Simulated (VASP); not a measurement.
Write the native input for VASP 6.6.1 that does the following.

```yaml
Task: single point
Functional: PBE
Potentials_or_basis: VASP PAW PBE potentials, release 64 (Al, O)
Cutoff: 520 eV
k_mesh: 6 × 6 × 6
Occupations: gaussian, width 0.05 eV
Spin: no spin polarisation
Dipole_correction: no
Further_INCAR_settings: ALGO = Normal; EDIFF = 1e-06; NBANDS = 35
```

The structure of Al2O3 lies in POSCAR:

```
Al2O3
1.0
    2.3058545897      1.3312857681      4.7543647167
   -2.3058545897      1.3312857681      4.7543647167
    0.0000000000     -2.6625715361      4.7543647167
Al O
4 6
Direct
    0.8406975503      0.8406975503      0.8406975503
    0.6593024497      0.6593024497      0.6593024497
    0.1593024497      0.1593024497      0.1593024497
    0.3406975503      0.3406975503      0.3406975503
    0.0561574040      0.4438425960      0.7500000000
    0.7500000000      0.0561574040      0.4438425960
    0.4438425960      0.7500000000      0.0561574040
    0.9438425960      0.5561574040      0.2500000000
    0.2500000000      0.9438425960      0.5561574040
    0.5561574040      0.2500000000      0.9438425960
```

This cell differs from its parent crystal: atoms shifted along a free coordinate, c/a of the conventional cell at fixed volume 3.0928.

These files were run (other wordings do the same):

INCAR

```
SYSTEM = Al2O3
  ALGO = Normal
  EDIFF = 1E-6
  ENCUT = 520
  GGA = PE
  ISIF = 2
  ISMEAR = 0
  LASPH = .True.
  LCHARG = .True.
  LELF = .True.
  LREAL = .False.
  LVHAR = .True.
  LWAVE = .False.
  NBANDS = 35
  NELM = 100
  PREC = Accurate
  SIGMA = 0.05
```

KPOINTS

```
k-points
0
Gamma
  6 6 6
  0 0 0
```

Potentials or basis: VASP PAW PBE potentials, release 64 (Al, O).

Launch:

```sh
$ cat potpaw_PBE.64/Al/POTCAR potpaw_PBE.64/O/POTCAR > POTCAR
$ mpirun -np 1 vasp_std > vasp.out
```

It gave:

```json
{
 "Pressure": "2.7 GPa",
 "Largest force": "1.790 eV/Å",
 "Band gap on the k mesh": "5.13 eV"
}
```

Caveat: the stress differs along the axes, from -28 to 18 GPa; forces of over 1 eV/Å act on the atoms, so gaps and moduli don't describe the material at rest.

It took 4.3 min on 1 thread of Intel Xeon 8259CL, on a shared host, peak memory 0.28 GiB.
